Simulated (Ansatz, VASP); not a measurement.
**Two plane-wave programs on Ta2C**

```
Ta C
1.0
     3.09502    0.00000    0.00000
    -1.54751    2.68036    0.00000
     0.00000    0.00000    4.92255
Ta C
2 1
Direct
  0.33333 0.66667 0.25305
  0.66667 0.33333 0.74695
  0.00000 0.00000 0.00000
```

Alike in both runs: task single point; functional PBEsol; k mesh 6 × 6 × 4; occupations gaussian, width 0.1 eV; no spin polarisation.

|  | VASP | Ansatz |
| --- | --- | --- |
| version | VASP 6.6.1 | Ansatz 0.2.0 |
| potentials or method | VASP PAW PBE potentials, release 64 (Ta_pv, C), cutoff 600 eV | scalar-relativistic, plane waves, PAW |
| valence electrons in the cell | 26 | 30 |

Ansatz gave:

| Quantity | Value |
| --- | --- |
| gap on the k mesh at the Fermi level (eV) | none |
| pressure (GPa) | -0.2 |
| traceless stress, the component that is largest in VASP (GPa) | 0.16 |
| rms of the force components (eV/Å) | 0.104 |

Task: Which values does VASP return?

Result: gap on the k mesh at the Fermi level (eV): none; pressure (GPa): 0.2; traceless stress, the component that is largest in VASP (GPa): 0.11; rms of the force components (eV/Å): 0.122.

VASP's potentials were made for PBE, not for PBEsol, and Ansatz warns of the same on its side. Atom by atom the forces differ by 0.019 eV/Å (rms over components). A gap of «none» marks a metal or a gap that the smearing closes. VASP's potentials hold 26 valence electrons a cell and Ansatz's 30, so a difference there can come from the potentials and not from the codes.

The k mesh is coarse, so the values compare programs but aren't converged. Spin-orbit coupling is off throughout.
